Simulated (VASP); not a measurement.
Wanted: the native input for a VASP 6.6.1 run.

- Task: single point
- Functional: PBE
- Potentials or basis: VASP PAW PBE potentials, release 64 (La)
- Cutoff: 520 eV
- k mesh: 13 × 13 × 13
- Occupations: fermi-dirac, width 0.05 eV
- Spin: no spin polarisation
- Dipole correction: no
- Further INCAR settings: ALGO = Normal; EDIFF = 1e-06; NBANDS = 18

The structure of La lies in POSCAR:

```
La
1.0
   -2.9460011472      2.9460011472      1.7944676667
    2.9460011472     -2.9460011472      1.7944676667
    2.9460011472      2.9460011472     -1.7944676667
La
2
Direct
   -0.3750000000     -0.1250000000     -0.2500000000
    0.3750000000      0.1250000000      0.2500000000
```

One way to write it, as run:

INCAR

```
SYSTEM = La
PREC = Accurate ; ENCUT = 520
EDIFF = 1E-6 ; ISMEAR = -1
SIGMA = 0.05 ; LREAL = .False.
LASPH = .True. ; NELM = 100
ALGO = Normal ; ISIF = 2
LWAVE = .False. ; LCHARG = .False.
GGA = PE ; NBANDS = 18
```

KPOINTS

```
Automatic mesh
0
Gamma
  13 13 13
  0 0 0
```

Potentials or basis: VASP PAW PBE potentials, release 64 (La).

Launch:

```sh
$ cat potpaw_PBE.64/La/POTCAR > POTCAR
$ mpirun -np 1 vasp_std > vasp.out
```

It gave:

```
Pressure               : 4.4 GPa
Band gap on the k mesh : zero (bands 11 and 12 overlap by 1.63 eV)
```

Caveat: the cell stands under pressure; spin-orbit coupling is left out, which moves the levels of the heavy elements.

Wall time 4.2 min on 1 thread of AMD EPYC 7R13 Processor (Zen 3), with other jobs on the host, peak memory 0.35 GiB.
